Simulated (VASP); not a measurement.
Set up this calculation in VASP 6.6.1, as the native input.

- Task: single point
- Functional: PBE
- Potentials or basis: VASP PAW PBE potentials, release 64 (Si, Ge_d, O)
- Cutoff: 520 eV
- k mesh: 6 × 6 × 6
- Occupations: gaussian, width 0.02 eV
- Spin: no spin polarisation
- Dipole correction: no
- Further INCAR settings: ALGO = Normal; EDIFF = 1e-06; NBANDS = 30

The structure of SiGeO4 lies in POSCAR:

```
SiGeO4
1.0
    0.0000000000      3.9405400230      3.9405400230
    3.9405400230      0.0000000000      3.9405400230
    3.9405400230      3.9405400230      0.0000000000
Si Ge O
1 1 4
Direct
    0.7500000000      0.7500000000      0.7500000000
    0.5000000000      0.5000000000      0.5000000000
    0.1118225773      0.6293924742      0.6293924742
    0.6293924742      0.1118225773      0.6293924742
    0.6293924742      0.6293924742      0.1118225773
    0.6293924742      0.6293924742      0.6293924742
```

These files were run (other wordings do the same):

INCAR

```
PREC = Accurate ; ENCUT = 520
EDIFF = 1E-6 ; ISMEAR = 0
SIGMA = 0.02 ; LREAL = False
LASPH = True ; NELM = 80
ALGO = Normal ; ISIF = 2
LWAVE = False ; LCHARG = True
GGA = PE ; LELF = True
LVHAR = True ; NBANDS = 30
```

KPOINTS

```
Automatic mesh
0
Gamma
  6 6 6
```

Potentials or basis: VASP PAW PBE potentials, release 64 (Si, Ge_d, O).

Command:

```console
$ cat potpaw_PBE.64/Si/POTCAR potpaw_PBE.64/Ge_d/POTCAR potpaw_PBE.64/O/POTCAR > POTCAR
$ mpirun -np 1 vasp_std > vasp.out
```

It gave:

| Quantity | Value |
| --- | --- |
| Pressure | -6.7 GPa |
| Largest force | 0.065 eV/Å |
| Band gap on the k mesh | 3.28 eV |

Caveat: the cell stands under tension.

Run time: 92 s on 1 thread of Intel Xeon 8259CL, with other jobs on the host, peak memory 0.28 GiB.
